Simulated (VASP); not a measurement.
Write the native input for VASP 6.6.1 that does the following.

```yaml
Task: single point
Functional: PBEsol
Potentials_or_basis: VASP PAW PBE potentials, release 64 (Cu, Ni)
Cutoff: 520 eV
k_mesh: 12 × 12 × 4
Occupations: fermi-dirac, width 0.05 eV
Spin: collinear spin, ferromagnetic start
Starting_moments: "[0.6, 1.0, 1.0, 1.0] μB"
Dipole_correction: no
Further_INCAR_settings: ALGO = Fast; EDIFF = 1e-06; NBANDS = 32
```

The structure of CuNi3 lies in POSCAR:

```
CuNi3
1.0
    1.3667302939     -1.9465884543      0.0000000000
    1.3667302939      1.9465884543      0.0000000000
    0.0000000000      0.0000000000      7.7729040998
Cu Ni
1 3
Direct
    0.0000000000      0.0000000000      0.0000000000
    0.5000000000      0.5000000000      0.2546860000
    0.0000000000      0.0000000000      0.5000000000
    0.5000000000      0.5000000000      0.7453140000
```

The input as run:

INCAR

```
SYSTEM = CuNi3
PREC = Accurate ; ENCUT = 520
EDIFF = 1E-6 ; ISMEAR = -1
SIGMA = 0.05 ; LREAL = .FALSE.
LASPH = .TRUE. ; NELM = 150
ALGO = Fast ; ISIF = 2
LWAVE = .FALSE. ; LCHARG = .TRUE.
ISPIN = 2 ; MAGMOM = 0.6 1 1 1
LORBIT = 11 ; LMAXMIX = 4
GGA = PS ; LELF = .TRUE.
LVHAR = .TRUE. ; NBANDS = 32
```

KPOINTS

```
regular mesh
0
G
  12 12 4
  0 0 0
```

Potentials or basis: VASP PAW PBE potentials, release 64 (Cu, Ni).

Command:

```console
$ cat potpaw_PBE.64/Cu/POTCAR potpaw_PBE.64/Ni/POTCAR > POTCAR
$ mpirun -np 1 vasp_std > vasp.out
```

It gave:

```json
{
 "Pressure": "6.6 GPa",
 "Largest force": "0.063 eV/Å",
 "Net moment": "1.15 μB per cell",
 "Site moments": "Cu +0.02; Ni +0.34, +0.46 (each value once) μB",
 "Valence electrons inside the program's atomic spheres": "Cu 10.14; Ni 9.43, 9.45 (each value once)"
}
```

Caveat: the cell stands under pressure; the PAW data sets were made with another functional, which shifts forces and pressure a little.

Wall time 4.4 min on 1 thread of Intel(R) Xeon(R) Platinum 8488C (Sapphire Rapids) (shared host), peak memory 0.34 GiB.
